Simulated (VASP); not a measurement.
Wanted: the native input for a VASP 6.6.1 run.

```
Task                      : relaxation of the atoms
Functional                : PBEsol
Potentials or basis       : VASP PAW PBE potentials, release 64 (Mo_sv, C)
Cutoff                    : 520 eV
k mesh                    : 6 × 6 × 1
Occupations               : gaussian, width 0.1 eV
Spin                      : no spin polarisation
Dipole correction         : yes
Atoms held fixed (from 0) : [0, 1, 2, 3, 4, 5, 6]
Further INCAR settings    : ALGO = Fast; EDIFF = 1e-06; IBRION = 2; EDIFFG = -0.025; NSW = 36
```

The structure of Mo6C lies in POSCAR:

```
Mo6C
1.0
    4.4256825775      0.0000000000      0.0000000000
   -2.2128412887      3.8327535412      0.0000000000
    0.0000000000      0.0000000000     19.7247696083
Mo C
6 1
Selective dynamics
Direct
    0.6666666667      0.3333333333      0.2027907083  F F F
    0.3333333333      0.6666666667      0.2485904155  F F F
    0.0000000000      0.0000000000      0.2943901228  F F F
    0.6666666667      0.3333333333      0.3368101117  F F F
    0.3333333333      0.6666666667      0.3772266205  F F F
    0.0000000000      0.0000000000      0.4169767136  F F F
    0.0000000000      0.0000000000      0.5335813709  F F T
```

These files were run (other wordings do the same):

INCAR

```
SYSTEM = Mo6C
PREC     = Accurate       ! precision mode
ENCUT    = 520            ! plane-wave cutoff, eV
EDIFF    = 1E-6           ! SCF threshold, eV
ISMEAR   = 0              ! smearing method
SIGMA    = 0.1            ! smearing width, eV
LREAL    = .False.        ! projectors in reciprocal space
LASPH    = .True.         ! aspherical terms in the spheres
NELM     = 60             ! most SCF steps
ALGO     = Fast           ! electronic algorithm
ISIF     = 2              ! what is computed and relaxed
LWAVE    = .False.        ! write WAVECAR
LCHARG   = .False.        ! write CHGCAR
LDIPOL   = .True.       
IDIPOL   = 3            
DIPOL    = 0.5 0.5 0.344
GGA      = PS             ! functional
IBRION   = 2              ! ionic algorithm
NSW      = 36             ! ionic steps
EDIFFG   = -0.025         ! ionic threshold
```

KPOINTS

```
regular mesh
0
Gamma
  6 6 1
  0 0 0
```

Potentials or basis: VASP PAW PBE potentials, release 64 (Mo_sv, C).

Command:

```console
$ cat potpaw_PBE.64/Mo_sv/POTCAR potpaw_PBE.64/C/POTCAR > POTCAR
$ mpirun -np 1 vasp_std > vasp.out
```

It gave:

* Energy gained by relaxing: 259.4 meV/atom
* Ionic steps: 15
* Band gap on the k mesh: zero (bands 44 and 45 overlap by 0.49 eV)

Wall time 47 min on 1 thread of Oxide Virtual Turin-like Processor (shared host), peak memory 0.5 GiB.
